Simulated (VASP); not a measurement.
# CaMg (Pm-3m) in VASP: notebook, part 2 of 2

VASP 6.6.1. Earlier steps stand in the parts before.

### 3 Single point, LDA

This run uses another cell than the first one, of 27.30 Å³/atom.

Input file INCAR:

```
SYSTEM = CaMg
ALGO     = Normal         ! electronic algorithm
EDIFF    = 1E-7           ! SCF threshold, eV
ENCUT    = 520            ! plane-wave cutoff, eV
GGA      = CA             ! functional
ISIF     = 2              ! what is computed and relaxed
ISMEAR   = 0              ! smearing method
LASPH    = .TRUE.         ! aspherical terms in the spheres
LCHARG   = .FALSE.        ! write CHGCAR
LREAL    = .FALSE.        ! projectors in reciprocal space
LWAVE    = .FALSE.        ! write WAVECAR
NBANDS   = 13             ! bands
NELM     = 60             ! most SCF steps
PREC     = Accurate       ! precision mode
SIGMA    = 0.15           ! smearing width, eV
```

Input file KPOINTS:

```
k-points
0
G
  12 12 12
  0 0 0
```

Input file POSCAR:

```
CaMg
1.0
    3.7938385159      0.0000000000      0.0000000000
    0.0000000000      3.7938385159      0.0000000000
    0.0000000000      0.0000000000      3.7938385159
Ca Mg
1 1
Direct
    0.0000000000      0.0000000000      0.0000000000
    0.5000000000      0.5000000000      0.5000000000
```

Potentials or basis: VASP PAW LDA potentials, release 64 (Ca_sv, Mg).

The run is started by

```bash
$ cat potpaw_LDA.64/Ca_sv/POTCAR potpaw_LDA.64/Mg/POTCAR > POTCAR
$ mpirun -np 1 vasp_std > vasp.out
```

OUTCAR:

```text
SYSTEM = CaMg
   EDIFF = 1E-7
   ENCUT = 520
   GGA = CA
   ISIF = 2
   ISMEAR = 0
   LASPH = .TRUE.
   LREAL = .FALSE.
   NELM = 60
   PREC = Accurate

 ion  position               nearest neighbor table
   1  0.000  0.000  0.000-   2 3.29   2 3.29   2 3.29   2 3.29   2 3.29   2 3.29   2 3.29   2 3.29

   2  0.500  0.500  0.500-   1 3.29   1 3.29   1 3.29   1 3.29   1 3.29   1 3.29   1 3.29   1 3.29

  LATTYP: Found a simple cubic cell.
 ALAT       =     3.7938385159

  Lattice vectors:

 A1 = (   3.7938385159,   0.0000000000,   0.0000000000)
 A2 = (   0.0000000000,   3.7938385159,   0.0000000000)
 A3 = (   0.0000000000,   0.0000000000,   3.7938385159)

Analysis of symmetry for initial positions (statically):
=====================================================================
 Subroutine PRICEL returns:
 Original cell was already a primitive cell.

 Routine SETGRP: Setting up the symmetry group for a
 simple cubic supercell.

 Subroutine GETGRP returns: Found 48 space group operations
 (whereof 48 operations were pure point group operations)
 out of a pool of 48 trial point group operations.

The static configuration has the point symmetry O_h .

Analysis of symmetry for dynamics (positions and initial velocities):
=====================================================================
 Subroutine PRICEL returns:
 Original cell was already a primitive cell.

 Routine SETGRP: Setting up the symmetry group for a
 simple cubic supercell.

 Subroutine GETGRP returns: Found 48 space group operations
 (whereof 48 operations were pure point group operations)
 out of a pool of 48 trial point group operations.

The dynamic configuration has the point symmetry O_h .

 Subroutine INISYM returns: Found 48 space group operations
 (whereof 48 operations are pure point group operations),
 and found     1 'primitive' translations

----------------------------------------------------------------------------------------

                                     Primitive cell

  volume of cell :      54.6055

  direct lattice vectors                    reciprocal lattice vectors
     3.793838516  0.000000000  0.000000000     0.263585283  0.000000000  0.000000000
     0.000000000  3.793838516  0.000000000     0.000000000  0.263585283  0.000000000
     0.000000000  0.000000000  3.793838516     0.000000000  0.000000000  0.263585283

  length of vectors
     3.793838516  3.793838516  3.793838516     0.263585283  0.263585283  0.263585283

  position of ions in fractional coordinates (direct lattice)
     0.000000000  0.000000000  0.000000000
     0.500000000  0.500000000  0.500000000

  ion indices of the primitive-cell ions
   primitive index   ion index
                 1           1
                 2           2

----------------------------------------------------------------------------------------

 KPOINTS: k-points

Automatic generation of k-mesh.
 Grid dimensions read from file:
 generate k-points for:   12   12   12

 Generating k-lattice:

  Cartesian coordinates                     Fractional coordinates (reciprocal lattice)
     0.021965440  0.000000000  0.000000000     0.083333333  0.000000000  0.000000000
     0.000000000  0.021965440  0.000000000     0.000000000  0.083333333  0.000000000
[... 41 lines left out ...]
   number of dos      NEDOS =    301   number of ions     NIONS =      2
   total plane-waves  NPLWV =  21952
   dimension x,y,z NGX =    28 NGY =   28 NGZ =   28
   dimension x,y,z NGXF=    56 NGYF=   56 NGZF=   56
   ions per type =               1   1
   NGX,Y,Z   is equivalent  to a cutoff of  12.27, 12.27, 12.27 a.u.
   NGXF,Y,Z  is equivalent  to a cutoff of  24.54, 24.54, 24.54 a.u.
 SYSTEM =  CaMg
   PREC   = accura    normal or accurate (medium, high low for compatibility)
   ISTART =      0    job   : 0-new  1-cont  2-samecut
   ICHARG =      2    charge: 1-file 2-atom 10-const
   ISPIN  =      1    spin polarized calculation?
   LNONCOLLINEAR =      F non collinear calculations
   LSORBIT =      F    spin-orbit coupling
   LASPH  =      T    aspherical Exc in radial PAW
   ENCUT  =  520.0 eV  38.22 Ry    6.18 a.u.   7.05  7.05  7.05*2*pi/ulx,y,z
   NELM   =     60;   NELMIN=  2; NELMDL= -5     # of ELM steps
   EDIFF  = 0.1E-06   stopping-criterion for ELM
   LREAL  =      F    real-space projection
   EDIFFG = 0.1E-05   stopping-criterion for IOM
   NSW    =      0    number of steps for IOM
   IBRION =     -1    ionic relax: 0-MD 1-quasi-New 2-CG
   NFREE  =      0    steps in history (QN), initial steepest desc. (CG)
   ISIF   =      2    stress and relaxation
   ISYM   =      2    0-nonsym 1-usesym 2-fastsym
   POTIM  = 0.5000    time-step for ionic-motion
   TEBEG  =    0.0;   TEEND  =   0.0 temperature during run
   PSTRESS=    0.0 pullay stress
   NELECT =      12.0000    total number of electrons
   NUPDOWN=      -1.0000    fix difference up-down
   EMIN   =  10.00;   EMAX   =-10.00  energy-range for DOS
   EFERMI =   0.00;   METHOD = LEGACY
   ISMEAR =     0;   SIGMA  =   0.15  broadening in eV -4-tet -1-fermi 0-gaus
   EFERMI_NEDOS =   21; number of points for ismear=-14 and -15
   IALGO  =     38    algorithm
   IMIX   =      4    mixing-type and parameters
     AMIX     =   0.40;   BMIX     =  1.00
     AMIX_MAG =   1.60;   BMIX_MAG =  1.00
  volume/ion in A,a.u.               =      27.30       184.25
  Fermi-wavevector in a.u.,A,eV,Ry     =   0.987923  1.866904 13.279174  0.975992
  Thomas-Fermi vector in A             =   2.119412
   LORBIT       =      0    0 simple, 1 ext, 2 COOP (PROOUT), +10 PAW based schemes
   GGA     = CA    functional components
   LHFCALC =     F    Hartree Fock is set to
   AEXX    =    0.0000 exact exchange contribution
   IVDW    =     0    specifies the selected vdW correction
   LEPSILON=     F    determine dielectric tensor
   LRPA    =     F    only Hartree local field effects (RPA)
 non-spin polarized calculation
 Gauss-broadening in eV      SIGMA  =   0.15
  energy-cutoff  :      520.00
  volume of cell :       54.61
 maximum number of plane-waves:      1492
   NGX = 15   NGY = 15   NGZ = 15

 number of electron      12.0000004 magnetization

 Free energy of the ion-electron system (eV)
  ---------------------------------------------------
  ext. energy  EPLUGINS =         0.00000000
  ---------------------------------------------------
  free energy    TOTEN  =        -4.27918613 eV

  energy without entropy =       -4.25976650  energy(sigma->0) =       -4.26947631

 E-fermi :   2.5887     XC(G=0):  -8.8359

 val. band max:        2.5831740697   @ k =   0.5000   0.4167   0.0000
 cond. band min:       2.5954014842   @ k =   0.2500   0.1667   0.0000
 fundamental gap:      0.0122274145
 Fermi energy:         2.5886980990

 k-point     1 :       0.0000    0.0000    0.0000
  band No.  band energies     occupation
      1     -38.1203      2.00000
      2     -19.4017      2.00000
      3     -19.4017      2.00000
      4     -19.4017      2.00000
      5      -2.8610      2.00000
      6       3.4884      0.00000
      7       3.4884      0.00000
      8       6.6700      0.00000
      9       6.6700      0.00000
     10       6.6700      0.00000
     11       7.1316      0.00000
     12       7.1316      0.00000
     13       7.1316      0.00000
[... 354 lines left out ...]
  band No.  band energies     occupation
      1     -38.1069      2.00000
      2     -19.5022      2.00000
      3     -19.4783      2.00000
      4     -19.3840      2.00000
      5      -0.0756      2.00000
      6       1.6592      2.00000
      7       2.8403      0.01770
      8       4.1568      0.00000
      9       5.4287      0.00000
     10       5.7829      0.00000
     11       7.4686      0.00000
     12       8.0100      0.00000
     13       9.1831      0.00000

 [... further k-points ...]

------------------------ aborting loop because EDIFF is reached ----------------------------------------

  FORCE on cell =-STRESS in cart. coord.  units (eV):
  Direction    XX          YY          ZZ          XY          YZ          ZX
  --------------------------------------------------------------------------------------
  -------------------------------------------------------------------------------------
  Total        0.5111641      0.5111641      0.5111641      0.0000000     -0.0000000     -0.0000000
  in kB       14.9980378     14.9980378     14.9980378      0.0000000     -0.0000000     -0.0000000
  external PRESSURE =      14.9980378 kB  Pullay stress =       0.0000000 kB

 VOLUME and BASIS-vectors are now :
 -----------------------------------------------------------------------------
  energy-cutoff  :      520.00
  volume of cell :       54.61
      direct lattice vectors                 reciprocal lattice vectors
     3.793838516  0.000000000  0.000000000     0.263585283  0.000000000  0.000000000
     0.000000000  3.793838516  0.000000000     0.000000000  0.263585283  0.000000000
     0.000000000  0.000000000  3.793838516     0.000000000  0.000000000  0.263585283

 POSITION                                       TOTAL-FORCE (eV/Angst)
 -----------------------------------------------------------------------------------
      0.00000      0.00000      0.00000         0.000000      0.000000      0.000000
      1.89692      1.89692      1.89692         0.000000      0.000000      0.000000
 -----------------------------------------------------------------------------------
    total drift:                               -0.000000     -0.000000     -0.000000

  FREE ENERGIE OF THE ION-ELECTRON SYSTEM (eV)
  ---------------------------------------------------
  free  energy   TOTEN  =        -4.2791861283 eV

  energy  without entropy=       -4.2597664982  energy(sigma->0) =       -4.26947631
```

It took 32 s on 1 thread of Intel Xeon 6975P-C (Granite Rapids), shared host; peak memory 0.18 GiB.

What came out:

```
Free energy            : -4.2792 eV
Pressure               : 1.5 GPa
Band gap on the k mesh : zero (bands 6 and 7 overlap by 1.34 eV)
```

Levels at points of the mesh, in eV from the Fermi level:
| k point | band 2 | band 3 | band 4 | band 5 | band 6 | band 7 | band 8 | band 9 | band 10 | band 11 |
| --- | --- | --- | --- | --- | --- | --- | --- | --- | --- | --- |
| (0.00, 0.00, 0.00) | -21.99 | -21.99 | -21.99 | -5.45 | 0.90 | 0.90 | 4.08 | 4.08 | 4.08 | 4.54 |
| (0.50, 0.00, 0.00) | -22.11 | -21.98 | -21.98 | -2.97 | -2.56 | 1.74 | 2.39 | 2.39 | 4.29 | 4.97 |
| (0.50, 0.50, 0.00) | -22.09 | -22.09 | -21.97 | -2.00 | -0.19 | -0.19 | 0.35 | 2.97 | 2.97 | 4.97 |
| (0.50, 0.50, 0.50) | -22.08 | -22.08 | -22.08 | -0.44 | -0.44 | -0.44 | 1.84 | 3.12 | 3.12 | 3.12 |

### 4 Single point, LDA

This run uses another cell than the first one, of 28.01 Å³/atom.

Input file INCAR:

```
  PREC = Accurate
  ENCUT = 520
  EDIFF = 1E-7
  ISMEAR = 0
  SIGMA = 0.15
  LREAL = False
  LASPH = True
  NELM = 100
  ALGO = Normal
  ISIF = 2
  LWAVE = False
  LCHARG = False
  NBANDS = 13
```

Input file KPOINTS:

```
Automatic mesh
0
Gamma
  12 12 12
```

Input file POSCAR:

```
CaMg
1.0
    3.8262479978      0.0000000000      0.0000000000
    0.0000000000      3.8262479978      0.0000000000
    0.0000000000      0.0000000000      3.8262479978
Ca Mg
1 1
Direct
    0.0000000000      0.0000000000      0.0000000000
    0.5000000000      0.5000000000      0.5000000000
```

The run is started by

```bash
$ cat potpaw_LDA.64/Ca_sv/POTCAR potpaw_LDA.64/Mg/POTCAR > POTCAR
$ mpirun -np 1 vasp_std > vasp.out
```

It took 39 s on 1 thread of Intel Xeon 6975P-C (Granite Rapids), shared host; peak memory 0.19 GiB.

It converged, with:

| Quantity | Value |
| --- | --- |
| Free energy | -4.2888 eV |
| Pressure | 0.6 GPa |
| Band gap on the k mesh | zero (bands 6 and 7 overlap by 1.33 eV) |

Levels at points of the mesh, in eV from the Fermi level:
| k point | band 3 | band 4 | band 5 | band 6 | band 7 | band 8 | band 9 | band 10 |
| --- | --- | --- | --- | --- | --- | --- | --- | --- |
| (0.00, 0.00, 0.00) | -22.06 | -22.06 | -5.39 | 0.92 | 0.92 | 4.01 | 4.01 | 4.01 |
| (0.50, 0.00, 0.00) | -22.05 | -22.05 | -2.97 | -2.53 | 1.73 | 2.35 | 2.35 | 4.21 |
| (0.50, 0.50, 0.00) | -22.15 | -22.04 | -1.98 | -0.21 | -0.21 | 0.34 | 2.93 | 2.93 |
| (0.50, 0.50, 0.50) | -22.14 | -22.14 | -0.41 | -0.41 | -0.41 | 1.73 | 3.04 | 3.04 |

### 5 Single point, LDA

This run uses another cell than the first one, of 28.72 Å³/atom.

Input file INCAR:

```
SYSTEM = CaMg
PREC     = Accurate       ! precision mode
ENCUT    = 520            ! plane-wave cutoff, eV
EDIFF    = 1E-6           ! SCF threshold, eV
ISMEAR   = 0              ! smearing method
SIGMA    = 0.15           ! smearing width, eV
LREAL    = .FALSE.        ! projectors in reciprocal space
LASPH    = .TRUE.         ! aspherical terms in the spheres
NELM     = 60             ! most SCF steps
ALGO     = Normal         ! electronic algorithm
ISIF     = 2              ! what is computed and relaxed
LWAVE    = .FALSE.        ! write WAVECAR
LCHARG   = .TRUE.         ! write CHGCAR
LELF     = .TRUE.         ! ELF
LVHAR    = .TRUE.       
NBANDS   = 13             ! bands
```

Input file KPOINTS:

```
regular mesh
0
G
  12 12 12
  0 0 0
```

Input file POSCAR:

```
CaMg
1.0
    3.8582716525      0.0000000000      0.0000000000
    0.0000000000      3.8582716525      0.0000000000
    0.0000000000      0.0000000000      3.8582716525
Ca Mg
1 1
Direct
    0.0000000000      0.0000000000      0.0000000000
    0.5000000000      0.5000000000      0.5000000000
```

The run is started by

```bash
$ cat potpaw_LDA.64/Ca_sv/POTCAR potpaw_LDA.64/Mg/POTCAR > POTCAR
$ mpirun -np 1 vasp_std > vasp.out
```

It took 44 s on 1 thread of Intel Xeon 6975P-C (Granite Rapids), shared host; peak memory 0.2 GiB.

Results (log left out):

```yaml
Free_energy: -4.2913 eV
Pressure: -0.1 GPa
Band_gap_on_the_k_mesh: zero (bands 6 and 7 overlap by 1.32 eV)
```

Levels at points of the mesh, in eV from the Fermi level:
```
           k point  band 2  band 3  band 4  band 5  band 6  band 7  band 8  band 9  band 10  band 11
(0.00, 0.00, 0.00)  -22.12  -22.12  -22.12   -5.32    0.93    0.93    3.93    3.93     3.93     4.33
(0.50, 0.00, 0.00)  -22.22  -22.11  -22.11   -2.96   -2.51    1.72    2.32    2.32     4.13     4.75
(0.50, 0.50, 0.00)  -22.21  -22.21  -22.10   -1.96   -0.23   -0.23    0.32    2.89     2.89     4.77
(0.50, 0.50, 0.50)  -22.19  -22.19  -22.19   -0.39   -0.39   -0.39    1.63    2.96     2.96     2.96
```

### 6 Summary

| cell | gap on the mesh (eV) | pressure (GPa) |
| --- | --- | --- |
| a = 3.762 Å, 2 atoms | none | 2.4 |
| a = 3.794 Å, 2 atoms | none | 1.5 |
| a = 3.826 Å, 2 atoms | none | 0.6 |
| a = 3.858 Å, 2 atoms | none | -0.1 |

Alike in all rows: task single point; level LDA; potentials or basis VASP PAW LDA potentials, release 64 (Ca_sv, Mg); no spin polarisation; k mesh 12 × 12 × 12; cutoff (eV) 520; smearing gaussian 0.15 eV.

Absolute energies hang on the potentials; compare differences alone.

The gap in the log of VASP goes by the Fermi energy; the results here count the filled bands.